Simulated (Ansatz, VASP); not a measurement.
# MnAl3: VASP beside Ansatz

Contents of INCAR:

```
  PREC = Accurate
  ENCUT = 520
  EDIFF = 1E-6
  ISMEAR = 0
  SIGMA = 0.1
  LREAL = False
  LASPH = True
  NELM = 100
  ALGO = Fast
  ISIF = 2
  LWAVE = False
  LCHARG = True
  GGA = PE
  LELF = True
  LVHAR = True
  NBANDS = 19
```

The input KPOINTS:

```
Automatic mesh
0
Gamma
  12 12 12
```

POSCAR

```
MnAl3
1.0
    0.0000000000      3.0393544795      3.0393544795
    3.0393544795      0.0000000000      3.0393544795
    3.0393544795      3.0393544795      0.0000000000
Al Mn
3 1
Direct
    0.2500000000      0.2500000000      0.2500000000
    0.7500000000      0.7500000000      0.7500000000
    0.5000000000      0.5000000000      0.5000000000
    0.0000000000      0.0000000000      0.0000000000
```

Input for Ansatz:

```yaml
crystal:
  lattice:
    - [0.0, 3.0393544795, 3.0393544795]
    - [3.0393544795, 0.0, 3.0393544795]
    - [3.0393544795, 3.0393544795, 0.0]
  atoms:
    - { symbol: Al, position: [0.25, 0.25, 0.25] }
    - { symbol: Al, position: [0.75, 0.75, 0.75] }
    - { symbol: Al, position: [0.5, 0.5, 0.5] }
    - { symbol: Mn, position: [0.0, 0.0, 0.0] }
basis:
  ecutwfc: 420
kpoints:
  mp_grid: { grid: [12, 12, 12] }
hamiltonian:
  xc: pbe
scf:
  occupations: { method: gaussian, width: 0.1 }
  lower_state_search: "off"
output:
  forces: true
  stress: true
  eigenvalues: true
```

Alike in both runs: task single point; functional PBE; k mesh 12 × 12 × 12; occupations gaussian, width 0.1 eV; no spin polarisation.

|  | VASP | Ansatz |
| --- | --- | --- |
| version | VASP 6.6.1 | Ansatz 0.2.0 |
| potentials or method | VASP PAW PBE potentials, release 64 (Al, Mn_pv), cutoff 520 eV | scalar-relativistic, plane waves, PAW |
| valence electrons in the cell | 22 | 24 |

|  | VASP | Ansatz | Ansatz less VASP |
| --- | --- | --- | --- |
| gap on the k mesh at the Fermi level (eV) | none | none | - |
| pressure (GPa) | -2.3 | -2.3 | -0.01 |

A gap of «none» marks a metal or a gap that the smearing closes. The functional is the same, so the differences come from potentials, cutoffs and numerics. VASP's potentials hold 22 valence electrons a cell and Ansatz's 24, so a difference there can come from the potentials and not from the codes.
